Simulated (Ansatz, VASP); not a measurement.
VBiO4 in VASP and in Ansatz

```
CELL_PARAMETERS angstrom
-3.69946 3.69946 3.23643
3.69946 -3.69946 3.23643
3.69946 3.69946 -3.23643
ATOMIC_POSITIONS crystal
V 0.50000 0.50000 0.00000
V 0.25000 0.75000 0.50000
Bi 0.75000 0.25000 0.50000
Bi 0.00000 0.00000 0.00000
O 0.15054 0.33088 0.81966
O 0.08088 0.76122 0.68034
O 0.51122 0.33088 0.18034
O 0.08088 0.40054 0.31966
O 0.59946 0.91912 0.68034
O 0.66912 0.84946 0.18034
O 0.23878 0.91912 0.31966
O 0.66912 0.48878 0.81966
```

Alike in both runs: functional PBE; k mesh 6 × 6 × 6; occupations gaussian, width 0.02 eV; no spin polarisation.

Ansatz relaxed the structure, and its values are those at the end. VASP's run is a single point on that final structure, the one shown.

|  | VASP | Ansatz |
| --- | --- | --- |
| version | VASP 6.6.1 | Ansatz 0.2.0 |
| potentials or method | VASP PAW PBE potentials, release 64 (V_sv, Bi_d, O), cutoff 520 eV | scalar-relativistic, plane waves, PAW |
| valence electrons in the cell | 104 | 104 |

```tsv
	VASP	Ansatz	Ansatz less VASP
gap on the k mesh at the Fermi level (eV)	2.69	2.70	+0.010
least direct gap on the mesh (eV)	2.69	2.70	+0.010
pressure (GPa)	0.5	0.0	-0.49
rms of the force components (eV/Å)	0.066	0.001	-0.0658
```

Neither program's run includes spin-orbit coupling.
